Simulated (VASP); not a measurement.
The system is In.

```xyz
3
Lattice="1.6696 0.9640 8.2075 -1.6696 0.9640 8.2075 0.0000 -1.9279 8.2075" Properties=species:S:1:pos:R:3 pbc="T T T"
In    0.0000    0.0000    5.4659
In    0.0000    0.0000   19.1565
In    0.0000    0.0000    0.0000
```

Program: VASP 6.6.1. Alike in all runs: task single point; no spin polarisation; cell as given; k mesh 9 × 9 × 9; cutoff (eV) 520; smearing fermi-dirac 0.05 eV.

Problem. Order these runs on this cell by their pressure, lowest first.
A. level PBEsol; potentials or basis VASP PAW PBE potentials, release 64 (In_d)
B. level PBE; potentials or basis VASP PAW PBE potentials, release 64 (In_d)
C. level LDA; potentials or basis VASP PAW LDA potentials, release 64 (In_d)

Solution. C (-2.7 GPa), A (-1.1 GPa), B (1.7 GPa).

Caveats: the PAW data sets were made with another functional, which shifts forces and pressure a little (some runs).
